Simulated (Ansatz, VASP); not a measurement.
Si3C4: VASP beside Ansatz

Contents of INCAR:

```
  PREC = Accurate
  ENCUT = 600
  EDIFF = 1E-6
  ISMEAR = -1
  SIGMA = 0.01
  LREAL = F
  LASPH = T
  NELM = 120
  ALGO = Normal
  ISIF = 2
  LWAVE = F
  LCHARG = T
  GGA = PE
  LELF = T
  LVHAR = T
  NBANDS = 23
  GGA_COMPAT = F
```

File KPOINTS:

```
Automatic mesh
0
Gamma
  1 1 1
```

Contents of POSCAR:

```
Si3C4
1.0
    4.3600000000      0.0000000000      0.0000000000
    0.0000000000      4.3600000000      0.0000000000
    0.0000000000      0.0000000000      4.3600000000
Si C
3 4
Direct
    0.0005500000      0.4980600000      0.5031700000
    0.4985700000      0.0025100000      0.4970300000
    0.4999600000      0.4994800000     -0.0005900000
    0.2478200000      0.2476600000      0.2494300000
    0.2511000000      0.7484100000      0.7483800000
    0.7516900000      0.2472600000      0.7466300000
    0.7472100000      0.7500400000      0.2490000000
```

Input for Ansatz:

```yaml
crystal:
  lattice:
    - [4.36, 0, 0]
    - [0, 4.36, 0]
    - [0, 0, 4.36]
  atoms:
    - { symbol: Si, position: [0.00055, 0.49806, 0.50317] }
    - { symbol: Si, position: [0.49857, 0.00251, 0.49703] }
    - { symbol: Si, position: [0.49996, 0.49948, -0.00059] }
    - { symbol: C, position: [0.24782, 0.24766, 0.24943] }
    - { symbol: C, position: [0.2511, 0.74841, 0.74838] }
    - { symbol: C, position: [0.75169, 0.24726, 0.74663] }
    - { symbol: C, position: [0.74721, 0.75004, 0.249] }
kpoints:
  mp_grid: { grid: [1, 1, 1], shift: [0, 0, 0] }
hamiltonian:
  xc: pbe
  pseudopotentials: { kind: nc }
scf:
  occupations: { method: fermi_dirac, width: "0.01 eV" }
```

Alike in both runs: task single point; functional PBE; k mesh 1 × 1 × 1; no spin polarisation.

```csv
,VASP,Ansatz
version,VASP 6.6.1,Ansatz development build ahead of 0.2.0
potentials or method,"VASP PAW PBE potentials, release 64 (Si, C)","norm-conserving potentials, plane waves, scalar-relativistic"
plane-wave cutoff (eV),600,1116
occupations,"fermi-dirac, width 0.01 eV",fermi-dirac
```

|  | VASP | Ansatz | Ansatz less VASP |
| --- | --- | --- | --- |
| gap on the k mesh at the Fermi level (eV) | 2.80 | 2.80 | +0.002 |
| least direct gap on the mesh (eV) | 2.80 | 2.80 | +0.002 |

The k mesh is coarse, so the values compare programs but aren't converged.
